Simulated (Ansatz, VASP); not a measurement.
Rh in VASP and in Ansatz

File INCAR:

```
SYSTEM = Rh
PREC = Accurate ; ENCUT = 520
EDIFF = 1E-6 ; ISMEAR = -1
SIGMA = 0.1 ; LREAL = .FALSE.
LASPH = .TRUE. ; NELM = 80
ALGO = Normal ; ISIF = 2
LWAVE = .FALSE. ; LCHARG = .TRUE.
GGA = PE ; LELF = .TRUE.
LVHAR = .TRUE. ; NBANDS = 14
```

The input KPOINTS:

```
Automatic mesh
0
G
  5 5 5
  0 0 0
```

File POSCAR:

```
Rh
1.0
    0.0000000000      1.9160595532      1.9160595532
    1.9160595532      0.0000000000      1.9160595532
    1.9160595532      1.9160595532      0.0000000000
Rh
1
Direct
    0.0000000000      0.0000000000      0.0000000000
```

Input for Ansatz:

```yaml
crystal:
  lattice:
    - [0.0, 1.9160595532, 1.9160595532]
    - [1.9160595532, 0.0, 1.9160595532]
    - [1.9160595532, 1.9160595532, 0.0]
  atoms:
    - { symbol: Rh, position: [0.0, 0.0, 0.0] }
hamiltonian:
  xc: pbe
  pseudopotentials:
    kind: paw
    azcp:
      Rh: "pseudopotentials/Rh.paw.azcp"
basis:
  ecutwfc: 420
  fft_grid_basis: typed
kpoints:
  mp_grid: { grid: [5, 5, 5], shift: [0, 0, 0] }
magnetization:
  spin_polarized: false
scf:
  occupations: { method: fermi_dirac, width: 0.1 }
  lower_state_search: "off"
output:
  stress: true
```

Alike in both runs: task single point; functional PBE; k mesh 5 × 5 × 5; occupations fermi-dirac, width 0.1 eV; no spin polarisation.

```csv
,VASP,Ansatz
version,VASP 6.6.1,Ansatz 0.2.0
potentials or method,"VASP PAW PBE potentials, release 64 (Rh_pv), cutoff 520 eV","plane waves (420 eV) with PAW, scalar-relativistic"
valence electrons in the cell,15,17
```

```csv
,VASP,Ansatz,Ansatz less VASP
pressure (GPa),2.8,2.7,-0.10
```

VASP's potentials hold 15 valence electrons a cell and Ansatz's 17, so a difference there can come from the potentials and not from the codes.

The k mesh is coarse, so the values compare programs but aren't converged.
